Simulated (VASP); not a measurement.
A run of VASP 6.6.1 is set up as follows.

The input INCAR:

```
SYSTEM = C
  PREC = Accurate
  ENCUT = 600
  EDIFF = 1E-6
  ISMEAR = 0
  SIGMA = 0.01
  LREAL = .FALSE.
  LASPH = .TRUE.
  NELM = 120
  ALGO = Normal
  ISIF = 2
  LWAVE = .FALSE.
  LCHARG = .FALSE.
  GGA = PE
  NBANDS = 23
  GGA_COMPAT = .FALSE.
```

File KPOINTS:

```
Automatic mesh
0
Gamma
  1 1 1
  0.25 0.25 0.25
```

The input POSCAR:

```
C
1.0
    3.5700000000      0.0000000000      0.0000000000
    0.0000000000      3.5700000000      0.0000000000
    0.0000000000      0.0000000000      3.5700000000
C
7
Direct
   -0.0035600000      0.5019000000      0.5001100000
    0.5004700000     -0.0019600000      0.5004700000
    0.5012900000      0.5039000000     -0.0038700000
    0.2467200000      0.2517600000      0.2472700000
    0.2508500000      0.7466600000      0.7518800000
    0.7486200000      0.2515200000      0.7520700000
    0.7465600000      0.7514800000      0.2519400000
```

Potentials or basis: VASP PAW PBE potentials, release 64 (C).

The run is started by

```bash
$ cat potpaw_PBE.64/C/POTCAR > POTCAR
$ mpirun -np 1 vasp_std > vasp.out
```

Q: What does it give for the largest force?

A: 3.047 eV/Å.

Q: Predict the pressure.

A: -16.4 GPa.

Forces on the atoms (eV/Å):
```
C    0.377 -0.157  0.005
C   -0.357  0.582  0.021
C   -0.284 -0.395  0.822
C    1.856  1.495  1.899
C    1.508 -1.214 -2.256
C   -1.597  1.526 -2.032
C   -1.504 -1.836  1.541
```

Caveat: the k points lie up to 1.76 Å⁻¹ apart; forces of over 1 eV/Å act on the atoms, so gaps and moduli don't describe the material at rest.
